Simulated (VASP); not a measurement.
# Al30Ga (a cell with a defect) in VASP: single point with PBE

Aim: the single point of Al30Ga (a cell with a defect) with PBE.

Everything below comes from runs of VASP 6.6.1. Logs are shortened: lines on timing, memory, paths and dates and some standing lists are left out, and cuts for length are marked.

### Step 1. The cell of the first run

The cell holds a defect, 31 atoms: a = 8.100 Å, b = 8.100 Å, c = 8.100 Å, α = 90.00°, β = 90.00°, γ = 90.00°.

### Step 2. Single point, PBE

The input, INCAR:

```
SYSTEM = Al30Ga
PREC     = Accurate       ! precision mode
ENCUT    = 520            ! plane-wave cutoff, eV
EDIFF    = 1E-7           ! SCF threshold, eV
ISMEAR   = 0              ! smearing method
SIGMA    = 0.05           ! smearing width, eV
LREAL    = Auto         
LASPH    = .True.         ! aspherical terms in the spheres
NELM     = 60             ! most SCF steps
ALGO     = Normal         ! electronic algorithm
ISIF     = 2              ! what is computed and relaxed
LWAVE    = .False.        ! write WAVECAR
LCHARG   = .True.         ! write CHGCAR
GGA      = PE             ! functional
LELF     = .True.         ! ELF
LVHAR    = .True.       
NBANDS   = 72             ! bands
```

The input, KPOINTS:

```
Automatic mesh
0
Gamma
  3 3 3
  0 0 0
```

The input, POSCAR:

```
Al30Ga
1.0
    8.1000000000      0.0000000000      0.0000000000
    0.0000000000      8.1000000000      0.0000000000
    0.0000000000      0.0000000000      8.1000000000
Al Ga
30 1
Direct
    0.5020748148      0.0026649383     -0.0026412346
    0.7472144444      0.2478081481     -0.0026424691
    0.7506927160     -0.0008144444      0.2503072840
   -0.0002548148     -0.0020708642      0.0013195062
    0.2439545679      0.2421801235      0.0161192593
    0.5076867901      0.5059181481      0.0160964198
    0.7519450617      0.7501254321      0.0013224691
    0.2496738272     -0.0089138272      0.2503030864
    0.5017748148      0.2481070370      0.2503060494
    0.7587830864      0.5002067901      0.2503075309
    0.5020725926      0.0026661728      0.5032548148
    0.7472145679      0.2478074074      0.5032567901
    0.7499003704     -0.0000250617      0.7503075309
    0.0043918519      0.5002801235     -0.0026681481
    0.2496016049      0.7454866667     -0.0026728395
   -0.0073312346      0.2480748148      0.2503061728
    0.2497712346      0.5001085185      0.2503051852
    0.5018059259      0.7572032099      0.2503079012
   -0.0002528395     -0.0020680247      0.4992918519
    0.2439580247      0.2421832099      0.4844918519
    0.5076923457      0.5059208642      0.4845132099
    0.7519460494      0.7501286420      0.4992956790
    0.2538058025      0.0027762963      0.7503058025
    0.7470962963      0.4960677778      0.7503082716
    0.0009727160      0.7489092593      0.2503083951
    0.0043919753      0.5002793827      0.5032812346
    0.2496022222      0.7454874074      0.5032833333
    0.0044200000      0.2519812346      0.7503067901
    0.4978971605      0.7454564198      0.7503056790
    0.0017872840      0.7480891358      0.7503059259
    0.3757028395      0.3741153086      0.7503027160
```

Potentials or basis: VASP PAW PBE potentials, release 64 (Al, Ga_d).

On the command line:

```bash
> cat potpaw_PBE.64/Al/POTCAR potpaw_PBE.64/Ga_d/POTCAR > POTCAR
> mpirun -np 1 vasp_std > vasp.out
```

OUTCAR:

```text
SYSTEM = Al30Ga
   PREC = Accurate
   ENCUT = 520
   EDIFF = 1E-7
   ISMEAR = 0
   LREAL = Auto
   LASPH = .True.
   NELM = 60
   ISIF = 2
   GGA = PE

 ion  position               nearest neighbor table
   1  0.502  0.003  0.997-   2 2.81  13 2.83  23 2.84   9 2.85  18 2.86   5 2.86   3 2.87   7 2.88
                            29 2.89   8 2.90  15 2.92
   2  0.747  0.248  0.997-   1 2.81  13 2.83  24 2.84   9 2.85  16 2.85   6 2.86   3 2.87   4 2.88
                            28 2.89  10 2.90  14 2.92
   3  0.751  0.999  0.250-  16 2.81  18 2.81   9 2.85  19 2.85   4 2.85   7 2.85  22 2.85  25 2.87
                             1 2.87  11 2.87  12 2.87   2 2.87
   4  1.000  0.998  0.001-   5 2.80   7 2.84  25 2.85   3 2.85   8 2.86  16 2.86  30 2.87  13 2.87
                            15 2.88   2 2.88  28 2.89  23 2.89
   5  0.244  0.242  0.016-  31 2.63   8 2.78  16 2.78   4 2.80   9 2.82  17 2.82   1 2.86  14 2.86
                            23 2.90  28 2.90   6 3.02
   6  0.508  0.506  0.016-  31 2.63  10 2.78  18 2.78   7 2.80   9 2.82  17 2.82   2 2.86  15 2.86
                            24 2.90  29 2.90   5 3.02
   7  0.752  0.750  0.001-   6 2.80   4 2.84  25 2.85   3 2.85  10 2.86  18 2.86  30 2.87  13 2.87
                            14 2.88   1 2.88  29 2.89  24 2.89
   8  0.250  0.991  0.250-   5 2.78  20 2.78  18 2.79  25 2.81  15 2.86  27 2.86   4 2.86  19 2.86
                             1 2.90  11 2.90   9 2.92  16 2.94
   9  0.502  0.248  0.250-  20 2.82   5 2.82   6 2.82  21 2.82   3 2.85   2 2.85   1 2.85  11 2.85
[... 28 lines left out ...]
                             5 2.90  20 2.90  30 2.90
  24  0.747  0.496  0.750-   2 2.84  12 2.84  29 2.86  28 2.87  14 2.89  26 2.89   7 2.89  22 2.89
                             6 2.90  21 2.90  30 2.90
  25  0.001  0.749  0.250-   8 2.81  10 2.81  17 2.85  19 2.85   4 2.85   7 2.85  22 2.85   3 2.87
                            26 2.87  27 2.87  14 2.87  15 2.87
  26  0.004  0.500  0.503-  27 2.81  30 2.83  28 2.84  17 2.85  10 2.86  20 2.86  25 2.87  22 2.88
                            24 2.89  16 2.90  12 2.92
  27  0.250  0.745  0.503-  26 2.81  30 2.83  29 2.84  17 2.85   8 2.86  21 2.86  25 2.87  19 2.88
                            23 2.89  18 2.90  11 2.92
  28  0.004  0.252  0.750-  26 2.84  14 2.84  23 2.86  24 2.87  12 2.89   2 2.89  19 2.89   4 2.89
                             5 2.90  20 2.90  13 2.90
  29  0.498  0.745  0.750-  15 2.84  27 2.84  24 2.86  23 2.87  11 2.89   1 2.89  22 2.89   7 2.89
                            21 2.90   6 2.90  13 2.90
  30  0.002  0.748  0.750-  26 2.83  14 2.83  15 2.83  27 2.83  22 2.87   4 2.87  19 2.87   7 2.87
                            13 2.89  23 2.90  24 2.90
  31  0.376  0.374  0.750-  20 2.63   5 2.63  21 2.63   6 2.63

  LATTYP: Found a simple cubic cell.
 ALAT       =     8.1000000000

  Lattice vectors:

 A1 = (   8.1000000000,   0.0000000000,   0.0000000000)
 A2 = (   0.0000000000,   8.1000000000,   0.0000000000)
 A3 = (   0.0000000000,   0.0000000000,   8.1000000000)

Analysis of symmetry for initial positions (statically):
=====================================================================
 Subroutine PRICEL returns:
 Original cell was already a primitive cell.

 Routine SETGRP: Setting up the symmetry group for a
 simple cubic supercell.

 Subroutine GETGRP returns: Found  1 space group operations
 (whereof  1 operations were pure point group operations)
 out of a pool of 48 trial point group operations.

The static configuration has the point symmetry C_1 .

Analysis of symmetry for dynamics (positions and initial velocities):
=====================================================================
 Subroutine PRICEL returns:
 Original cell was already a primitive cell.

 Routine SETGRP: Setting up the symmetry group for a
 simple cubic supercell.

 Subroutine GETGRP returns: Found  1 space group operations
 (whereof  1 operations were pure point group operations)
 out of a pool of 48 trial point group operations.

The dynamic configuration has the point symmetry C_1 .

 Subroutine INISYM returns: Found  1 space group operations
 (whereof  1 operations are pure point group operations),
 and found     1 'primitive' translations

----------------------------------------------------------------------------------------

                                     Primitive cell

  volume of cell :     531.4410

  direct lattice vectors                    reciprocal lattice vectors
     8.100000000  0.000000000  0.000000000     0.123456790  0.000000000  0.000000000
     0.000000000  8.100000000  0.000000000     0.000000000  0.123456790  0.000000000
     0.000000000  0.000000000  8.100000000     0.000000000  0.000000000  0.123456790

[... 84 lines left out ...]

  Length of vectors
     0.041152263  0.041152263  0.041152263

  Shift w.r.t. Gamma in fractional coordinates (k-lattice)
     0.000000000  0.000000000  0.000000000

 Subroutine IBZKPT returns following result:
 ===========================================

 Found     14 irreducible k-points:

 Following reciprocal coordinates:
            Coordinates               Weight
  0.000000  0.000000  0.000000      1.000000
  0.333333  0.000000  0.000000      2.000000
  0.000000  0.333333  0.000000      2.000000
  0.000000  0.000000  0.333333      2.000000
  0.333333  0.333333  0.000000      2.000000
  0.000000  0.333333  0.333333      2.000000
  0.333333  0.000000  0.333333      2.000000
 -0.333333  0.333333  0.000000      2.000000
 -0.333333  0.000000  0.333333      2.000000
  0.000000 -0.333333  0.333333      2.000000
  0.333333  0.333333  0.333333      2.000000
 -0.333333  0.333333  0.333333      2.000000
 -0.333333 -0.333333  0.333333      2.000000
  0.333333 -0.333333  0.333333      2.000000
   k-points           NKPTS =     14   k-points in BZ     NKDIM =     14   number of bands    NBANDS=     72
   number of dos      NEDOS =    301   number of ions     NIONS =     31
   total plane-waves  NPLWV = 216000
   dimension x,y,z NGX =    60 NGY =   60 NGZ =   60
   dimension x,y,z NGXF=   120 NGYF=  120 NGZF=  120
   ions per type =              30   1
   NGX,Y,Z   is equivalent  to a cutoff of  12.31, 12.31, 12.31 a.u.
   NGXF,Y,Z  is equivalent  to a cutoff of  24.63, 24.63, 24.63 a.u.
 SYSTEM =  Al30Ga
   PREC   = accura    normal or accurate (medium, high low for compatibility)
   ISTART =      0    job   : 0-new  1-cont  2-samecut
   ICHARG =      2    charge: 1-file 2-atom 10-const
   ISPIN  =      1    spin polarized calculation?
   LNONCOLLINEAR =      F non collinear calculations
   LSORBIT =      F    spin-orbit coupling
   LASPH  =      T    aspherical Exc in radial PAW
   ENCUT  =  520.0 eV  38.22 Ry    6.18 a.u.  15.06 15.06 15.06*2*pi/ulx,y,z
   NELM   =     60;   NELMIN=  2; NELMDL= -5     # of ELM steps
   EDIFF  = 0.1E-06   stopping-criterion for ELM
   LREAL  =      T    real-space projection
   EDIFFG = 0.1E-05   stopping-criterion for IOM
   NSW    =      0    number of steps for IOM
   IBRION =     -1    ionic relax: 0-MD 1-quasi-New 2-CG
   NFREE  =      0    steps in history (QN), initial steepest desc. (CG)
   ISIF   =      2    stress and relaxation
   ISYM   =      2    0-nonsym 1-usesym 2-fastsym
   POTIM  = 0.5000    time-step for ionic-motion
   TEBEG  =    0.0;   TEEND  =   0.0 temperature during run
   PSTRESS=    0.0 pullay stress
   NELECT =     103.0000    total number of electrons
   NUPDOWN=      -1.0000    fix difference up-down
   EMIN   =  10.00;   EMAX   =-10.00  energy-range for DOS
   EFERMI =   0.00;   METHOD = LEGACY
   ISMEAR =     0;   SIGMA  =   0.05  broadening in eV -4-tet -1-fermi 0-gaus
   EFERMI_NEDOS =   21; number of points for ismear=-14 and -15
   IALGO  =     38    algorithm
   IMIX   =      4    mixing-type and parameters
     AMIX     =   0.40;   BMIX     =  1.00
     AMIX_MAG =   1.60;   BMIX_MAG =  1.00
  volume/ion in A,a.u.               =      17.14       115.69
  Fermi-wavevector in a.u.,A,eV,Ry     =   0.947405  1.790335 12.212259  0.897576
  Thomas-Fermi vector in A             =   2.075495
   LORBIT       =      0    0 simple, 1 ext, 2 COOP (PROOUT), +10 PAW based schemes
   GGA     = PE    functional components
   LHFCALC =     F    Hartree Fock is set to
   AEXX    =    0.0000 exact exchange contribution
   IVDW    =     0    specifies the selected vdW correction
   LEPSILON=     F    determine dielectric tensor
   LRPA    =     F    only Hartree local field effects (RPA)
 non-spin polarized calculation
 Gauss-broadening in eV      SIGMA  =   0.05
  energy-cutoff  :      520.00
  volume of cell :      531.44
 maximum number of plane-waves:     14358
   NGX = 31   NGY = 31   NGZ = 31

 number of electron     103.0000018 magnetization

 Free energy of the ion-electron system (eV)
  ---------------------------------------------------
  ext. energy  EPLUGINS =         0.00000000
  ---------------------------------------------------
  free energy    TOTEN  =      -114.64914457 eV

  energy without entropy =     -114.63365270  energy(sigma->0) =     -114.64139863

 E-fermi :   7.4345     XC(G=0): -10.0782

 val. band max:        7.4217917560   @ k =  -0.3333  -0.3333   0.3333
 cond. band min:       7.4392790700   @ k =   0.0000   0.3333   0.0000
 fundamental gap:      0.0174873141
 Fermi energy:         7.4344828068

 k-point     1 :       0.0000    0.0000    0.0000
  band No.  band energies     occupation
      1      -7.5240      2.00000
      2      -7.5079      2.00000
      3      -7.5007      2.00000
      4      -7.4804      2.00000
      5      -7.4642      2.00000
      6      -3.4213      2.00000
[... 913 lines left out ...]
     62       9.2477      0.00000
     63       9.4644      0.00000
 [bands above 63 left out]

------------------------ aborting loop because EDIFF is reached ----------------------------------------

  FORCE on cell =-STRESS in cart. coord.  units (eV):
  Direction    XX          YY          ZZ          XY          YZ          ZX
  --------------------------------------------------------------------------------------
  -------------------------------------------------------------------------------------
  Total       -2.5779794     -2.5785697     -0.4055936      0.2103103     -0.0009151     -0.0049900
  in kB       -7.7720390     -7.7738184     -1.2227750      0.6340390     -0.0027587     -0.0150438
  external PRESSURE =      -5.5895442 kB  Pullay stress =       0.0000000 kB

 VOLUME and BASIS-vectors are now :
 -----------------------------------------------------------------------------
  energy-cutoff  :      520.00
  volume of cell :      531.44
      direct lattice vectors                 reciprocal lattice vectors
     8.100000000  0.000000000  0.000000000     0.123456790  0.000000000  0.000000000
     0.000000000  8.100000000  0.000000000     0.000000000  0.123456790  0.000000000
     0.000000000  0.000000000  8.100000000     0.000000000  0.000000000  0.123456790

 POSITION                                       TOTAL-FORCE (eV/Angst)
 -----------------------------------------------------------------------------------
      4.06681      0.02159      8.07861        -0.002494      0.002684     -0.006050
      6.05244      2.00725      8.07860        -0.003209      0.002385     -0.005613
      6.08061      8.09340      2.02749         0.003956     -0.004271      0.002195
      8.09794      8.08323      0.01069        -0.002623     -0.003143      0.006634
      1.97603      1.96166      0.13057        -0.003092      0.000243      0.004603
      4.11226      4.09794      0.13038        -0.001201      0.002245      0.005250
[... 23 lines left out ...]
      0.01448      6.05952      6.07748         0.001071     -0.000722      0.000786
      3.04319      3.03033      6.07745        -0.001085      0.001561     -0.000090
 -----------------------------------------------------------------------------------
    total drift:                                0.013473     -0.014566      0.000914

  FREE ENERGIE OF THE ION-ELECTRON SYSTEM (eV)
  ---------------------------------------------------
  free  energy   TOTEN  =      -114.6491445677 eV

  energy  without entropy=     -114.6336526990  energy(sigma->0) =     -114.64139863
```

Run time: 27 min. Hardware: 1 thread of Intel Xeon 8259CL, shared host; peak memory 0.67 GiB.

What came out:

| Property | Result |
| --- | --- |
| Free energy | -114.6491 eV |
| Pressure | -0.6 GPa |
| Largest force | 0.009 eV/Å |
| Band gap on the k mesh | zero (an odd number of electrons rules out a gap without spin polarisation) |

Forces on the atoms (eV/Å):
```
Al  -0.002  0.003 -0.006
Al  -0.003  0.002 -0.006
Al   0.004 -0.004  0.002
Al  -0.003 -0.003  0.007
Al  -0.003  0.000  0.005
Al  -0.001  0.002  0.005
Al   0.004  0.002  0.006
Al  -0.001 -0.006  0.001
Al   0.005 -0.004  0.001
Al   0.007  0.001  0.002
Al  -0.002  0.003  0.005
Al  -0.002  0.003  0.005
Al   0.001 -0.001 -0.001
Al   0.000 -0.002 -0.006
Al   0.002  0.000 -0.005
Al  -0.003 -0.002  0.001
Al  -0.002  0.001  0.002
Al   0.002  0.002  0.000
Al  -0.003 -0.004 -0.006
Al  -0.003  0.000 -0.007
Al  -0.001  0.002 -0.007
Al   0.004  0.003 -0.007
Al  -0.004  0.002 -0.001
Al  -0.002  0.005  0.000
Al   0.004 -0.004  0.002
Al   0.000 -0.001  0.004
Al   0.001  0.000  0.005
Al   0.001 -0.002 -0.002
Al   0.002  0.000 -0.001
Al   0.001 -0.001  0.001
Ga  -0.001  0.002  0.000
```
